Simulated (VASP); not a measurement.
Set up this calculation in VASP 6.6.1, as the native input.

```
Task                   : single point
Functional             : PBEsol
Potentials or basis    : VASP PAW PBE potentials, release 64 (Al, Cu)
Cutoff                 : 520 eV
k mesh                 : 12 × 12 × 12
Occupations            : gaussian, width 0.15 eV
Spin                   : no spin polarisation
Dipole correction      : no
Further INCAR settings : ALGO = Fast; EDIFF = 1e-07; NBANDS = 16
```

The structure of Al2Cu lies in POSCAR:

```
Al2Cu
1.0
   -2.0247723289      2.0246197827      2.8630723762
    2.0247471824     -2.0246441680      2.8630718379
    2.0249594026      2.0248312417     -2.8630896207
Al Cu
2 1
Direct
    0.7499840820      0.2499894479      0.5000023306
    0.2500166798      0.7500125831      0.5000007360
    0.4999992382      0.4999979690     -0.0000030666
```

One way to write it, as run:

INCAR

```
PREC = Accurate ; ENCUT = 520
EDIFF = 1E-7 ; ISMEAR = 0
SIGMA = 0.15 ; LREAL = False
LASPH = True ; NELM = 100
ALGO = Fast ; ISIF = 2
LWAVE = False ; LCHARG = False
GGA = PS ; NBANDS = 16
```

KPOINTS

```
regular mesh
0
Gamma
  12 12 12
```

Potentials or basis: VASP PAW PBE potentials, release 64 (Al, Cu).

Command:

```console
$ cat potpaw_PBE.64/Al/POTCAR potpaw_PBE.64/Cu/POTCAR > POTCAR
$ mpirun -np 1 vasp_std > vasp.out
```

It gave:

The pressure is 0.1 GPa and the band gap on the k mesh is zero (an odd number of electrons rules out a gap without spin polarisation).

Caveat: the PAW data sets were made with another functional, which shifts forces and pressure a little.

It took 3.9 min on 1 thread of Intel(R) Xeon(R) 6975P-C (Granite Rapids), with other jobs on the host, peak memory 0.44 GiB.
